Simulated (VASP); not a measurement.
## Tb3YPb: single point with PBE

The system is Tb3YPb.

```
CELL_PARAMETERS angstrom
6.48007 0.00000 0.00000
-3.24003 5.61190 0.00000
0.00000 0.00000 5.88840
ATOMIC_POSITIONS crystal
Tb 0.50000 0.00000 0.34720
Tb 0.00000 0.50000 0.34720
Tb 0.50000 0.50000 0.34720
Y 0.00000 0.00000 0.76319
Pb 0.00000 0.00000 0.26200
```

The cell was built from a structure type or drawn by symmetry, and may not be a known phase.

```yaml
Program: VASP 6.6.1
Task: single point
Functional: PBE
Potentials_or_basis: VASP PAW PBE potentials, release 64 (Tb_3, Y_sv, Pb_d), 4f in core
Cutoff: 500 eV
k_mesh: 4 × 4 × 3
Occupations: gaussian, width 0.2 eV
Spin: no spin polarisation
```

```yaml
Pressure: 0.0 GPa
Largest_force: 0.031 eV/Å
Band_gap_on_the_k_mesh: zero (bands 26 and 27 overlap by 0.73 eV)
```

Forces in eV/Å, atoms in the order of the input:
```
Tb   0.000  0.000 -0.006
Tb   0.000  0.000 -0.006
Tb   0.000  0.000 -0.006
Y    0.000  0.000 -0.013
Pb   0.000  0.000  0.031
```

Levels at points of the mesh, in eV from the Fermi level:
```csv
k point,band 22,band 23,band 24,band 25,band 26,band 27,band 28,band 29,band 30,band 31
"(0.00, 0.00, 0.00)",-0.99,-0.99,-0.99,-0.92,-0.92,-0.36,-0.20,-0.20,0.88,0.88
"(0.50, 0.00, 0.00)",-1.40,-0.97,-0.91,-0.07,0.12,0.18,0.37,0.62,0.82,0.88
```

Wall time 37 s on 1 thread of Intel(R) Xeon(R) 6975P-C (Granite Rapids), with other jobs on the host, peak memory 0.36 GiB.

Caveat: spin-orbit coupling is left out, which moves the levels of the heavy elements; the 4f electrons are frozen in the core, so they carry no moment and show no levels. Spin polarisation is off, so any magnetic state and its effect on volume and gap are missing.
